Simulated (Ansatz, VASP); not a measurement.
**Two plane-wave programs on AlNi**

```
CELL_PARAMETERS angstrom
2.83315 0.00000 0.00000
0.00000 2.83315 0.00000
0.00000 0.00000 2.83315
ATOMIC_POSITIONS crystal
Al 0.00000 0.00000 0.00000
Ni 0.50000 0.50000 0.50000
```

Alike in both runs: functional LDA; k mesh 12 × 12 × 12; occupations fermi-dirac, width 0.1 eV; no spin polarisation.

Ansatz relaxed the structure, and its values are those at the end. VASP's run is a single point on that final structure, the one shown.

```csv
,VASP,Ansatz
version,VASP 6.6.1,Ansatz 0.2.0
potentials or method,"VASP PAW LDA potentials, release 64 (Al, Ni)","PAW with Ansatz's default frozen-core files, scalar-relativistic"
plane-wave cutoff (eV),520,420
valence electrons in the cell,13,21
```

VASP gave:

- pressure (GPa): 0.4

Question: Estimate Ansatz's values.

Answer: Pressure (GPa): 0.0.

LDA's correlation is that of Perdew and Zunger in VASP and of Perdew and Wang (1992) in Ansatz. VASP's potentials hold 13 valence electrons a cell and Ansatz's 21, so a difference there can come from the potentials and not from the codes.
